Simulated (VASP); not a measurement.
Wanted: the native input for a VASP 6.6.1 run.

| Property | Result |
| --- | --- |
| Task | single point |
| Functional | PBE |
| Potentials or basis | VASP PAW PBE potentials, release 64 (Sb, Mn_pv) |
| Cutoff | 520 eV |
| k mesh | 7 × 7 × 5 |
| Occupations | gaussian, width 0.022 eV |
| Spin | collinear spin, ferromagnetic start |
| Starting moments | [0.0, 0.0, 4.0, 4.0] μB |
| Dipole correction | no |
| Further INCAR settings | ALGO = Normal; EDIFF = 1e-06; NBANDS = 30 |

The structure of MnSb lies in POSCAR:

```
MnSb
1.0
    4.1500000000      0.0000000000      0.0000000000
   -2.0750000000      3.5940054257      0.0000000000
    0.0000000000      0.0000000000      5.7800000000
Sb Mn
2 2
Direct
    0.6666666667      0.3333333333      0.7500000000
    0.3333333333      0.6666666667      0.2500000000
    0.0000000000      0.0000000000      0.5000000000
    0.0000000000      0.0000000000      0.0000000000
```

The input as run:

INCAR

```
SYSTEM = MnSb
ALGO = Normal ; EDIFF = 1E-6
ENCUT = 520 ; GGA = PE
ISIF = 2 ; ISMEAR = 0
ISPIN = 2 ; LASPH = .TRUE.
LCHARG = .FALSE. ; LMAXMIX = 4
LORBIT = 11 ; LREAL = .FALSE.
LWAVE = .FALSE. ; MAGMOM = 0 0 4 4
NBANDS = 30 ; NELM = 150
PREC = Accurate ; SIGMA = 0.022
```

KPOINTS

```
k-points
0
G
  7 7 5
  0 0 0
```

Potentials or basis: VASP PAW PBE potentials, release 64 (Sb, Mn_pv).

Command:

```console
$ cat potpaw_PBE.64/Sb/POTCAR potpaw_PBE.64/Mn_pv/POTCAR > POTCAR
$ mpirun -np 1 vasp_std > vasp.out
```

It gave:

```
Pressure                                              : -3.4 GPa
Net moment                                            : 6.68 μB per cell
Site moments                                          : Sb -0.13; Mn +3.39 μB
Valence electrons inside the program's atomic spheres : Sb 2.44; Mn 11.51
```

Caveat: the cell stands under tension; the run started ferromagnetic, and an antiferromagnetic order may lie lower in energy.

Wall time 58 s on 1 thread of Intel(R) Xeon(R) 6975P-C (Granite Rapids), on a shared host, peak memory 0.3 GiB.
